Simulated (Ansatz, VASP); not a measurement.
**Two plane-wave programs on MnPt2**

The input POSCAR:

```
MnPt2
1.0
    2.8584044518      0.0000000000      0.0000000000
   -1.4292022259      2.4754508696      0.0000000000
    0.0000000000      0.0000000000      6.5325040000
Pt Mn
2 1
Direct
    0.6666666667      0.3333333333      0.3162060000
    0.3333333333      0.6666666667      0.6837940000
    0.0000000000      0.0000000000      0.0000000000
```

INCAR.step1

```
PREC = Accurate
ENCUT = 400
EDIFF = 1E-5
ISMEAR = -1
SIGMA = 0.05
LREAL = False
LASPH = True
NELM = 200
ALGO = Normal
ISIF = 2
LWAVE = True
LCHARG = False
ISPIN = 2
MAGMOM = 0 0 4
LORBIT = 11
LMAXMIX = 4
GGA = PE
NBANDS = 28
GGA_COMPAT = False
KPAR = 4
```

Contents of INCAR.step2:

```
PREC = Accurate
ENCUT = 400
EDIFF = 1E-6
ISMEAR = -1
SIGMA = 0.05
LREAL = False
LASPH = True
NELM = 200
ALGO = Normal
ISIF = 2
LWAVE = False
LCHARG = False
ISPIN = 2
MAGMOM = 0 0 4
LORBIT = 11
LMAXMIX = 4
GGA = PE
LHFCALC = True
HFSCREEN = 0.2079
PRECFOCK = Normal
ISTART = 1
NBANDS = 28
GGA_COMPAT = False
KPAR = 4
```

KPOINTS

```
Automatic mesh
0
Gamma
  6 6 2
```

Contents of input:

```
crystal:
  lattice:
    - [2.8584044518, 0.0, 0.0]
    - [-1.4292022259, 2.4754508696, 0.0]
    - [0.0, 0.0, 6.532504]
  atoms:
    - { symbol: Pt, position: [0.6666666667, 0.3333333333, 0.316206] }
    - { symbol: Pt, position: [0.3333333333, 0.6666666667, 0.683794] }
    - { symbol: Mn, position: [0.0, 0.0, 0.0], spin: 4.0 }
hamiltonian:
  xc: hse06
  pseudopotentials: { kind: paw }
magnetization:
  spin_polarized: true
kpoints:
  mp_grid: { grid: [6, 6, 2] }
  band_path:
    path:
      - [[0.0, 0.0, 0.0], [0.5, 0.0, 0.0], [0.3333333333, 0.3333333333, 0.0], [0.0, 0.0, 0.0], [0.0, 0.0, 0.5], [0.5, 0.0, 0.5], [0.3333333333, 0.3333333333, 0.5], [0.0, 0.0, 0.5]]
      - [[0.5, 0.0, 0.5], [0.5, 0.0, 0.0]]
      - [[0.3333333333, 0.3333333333, 0.0], [0.3333333333, 0.3333333333, 0.5]]
    npoints: 4
scf:
  occupations: { method: fermi_dirac, width: 0.05 }
  n_extra_bands: 7
output:
  forces: true
  stress: true
  eigenvalues: true
  fatbands: false
```

Alike in both runs: functional HSE06; k mesh 6 × 6 × 2; occupations fermi-dirac, width 0.05 eV; collinear spin.

|  | VASP | Ansatz |
| --- | --- | --- |
| version | VASP 6.6.1 | Ansatz 0.2.0 |
| potentials or method | VASP PAW PBE potentials, release 64 (Pt, Mn_pv) | Ansatz PAW |
| plane-wave cutoff (eV) | 400 | 420 |
| valence electrons in the cell | 33 | 51 |
| task | single point | band structure |

```csv
,VASP,Ansatz,Ansatz less VASP
gap on the k mesh at the Fermi level (eV),none,none,-
pressure (GPa),-2.2,-2.1,+0.13
"traceless stress, the component that is largest in VASP (GPa)",2.54,2.55,+0.008
rms of the force components (eV/Å),0.108,0.106,-0.0029
net moment per atom (μB),1.63,1.63,-0.001
size of the moment on the site where the two differ most (μB),0.27,0.32,+0.049
```

Site moments also hang on the region over which each program counts them. Atom by atom the forces differ by 0.003 eV/Å (rms over components). A gap of «none» marks a metal or a gap that the smearing closes. With one functional, cell and mesh, what is left measures potentials, basis and numerics. VASP's potentials hold 33 valence electrons a cell and Ansatz's 51, so a difference there can come from the potentials and not from the codes.

The k mesh is coarse, so the values compare programs but aren't converged. Neither program's run includes spin-orbit coupling. Noted on Ansatz's run: the magnetic or orbital state may not be the lowest.
